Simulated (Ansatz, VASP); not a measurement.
# VN: VASP beside Ansatz

The input INCAR:

```
SYSTEM = VN
PREC = Accurate
ENCUT = 600
EDIFF = 1E-6
ISMEAR = 0
SIGMA = 0.05
LREAL = .False.
LASPH = .True.
NELM = 200
ALGO = Normal
ISIF = 2
LWAVE = .False.
LCHARG = .False.
ISPIN = 2
MAGMOM = 0.05 0
LORBIT = 11
LMAXMIX = 4
GGA = PE
IVDW = 13
NBANDS = 20
GGA_COMPAT = .False.
```

File KPOINTS:

```
Automatic mesh
0
Gamma
  10 10 10
  0 0 0
```

The input POSCAR:

```
VN
1.0
    0.0000000000      2.0399862597      2.0399862597
    2.0399862597      0.0000000000      2.0399862597
    2.0399862597      2.0399862597      0.0000000000
V N
1 1
Direct
    0.0000000000      0.0000000000      0.0000000000
    0.5000000000      0.5000000000      0.5000000000
```

Input for Ansatz:

```yaml
crystal:
  lattice:
    - [0.0, 2.0399862597, 2.0399862597]
    - [2.0399862597, 0.0, 2.0399862597]
    - [2.0399862597, 2.0399862597, 0.0]
  atoms:
    - { symbol: V, position: [0.0, 0.0, 0.0], spin: 0.05 }
    - { symbol: "N", position: [0.5, 0.5, 0.5] }
basis:
  ecutwfc: 420
  ecutrho_ratio: 4
kpoints:
  mp_grid: { grid: [10, 10, 10] }
hamiltonian:
  xc: pbe
  dispersion: d4
scf:
  occupations: { method: gaussian, width: 0.05 }
output:
  forces: true
  stress: true
  eigenvalues: true
  populations: true
magnetization:
  spin_polarized: true
```

Alike in both runs: task single point; functional PBE; dispersion D4; k mesh 10 × 10 × 10; occupations gaussian, width 0.05 eV; collinear spin.

```csv
,VASP,Ansatz
version,VASP 6.6.1,Ansatz 0.2.0
potentials or method,"VASP PAW PBE potentials, release 64 (V_sv, N), cutoff 600 eV","scalar-relativistic, plane waves, PAW"
valence electrons in the cell,18,18
```

```csv
,VASP,Ansatz,Ansatz less VASP
gap on the k mesh at the Fermi level (eV),none,none,-
pressure (GPa),0.8,0.0,-0.72
net moment per atom (μB),0.00,0.00,-0.001
```

A gap of «none» marks a metal or a gap that the smearing closes. Ansatz's warnings: seeded moment not kept.
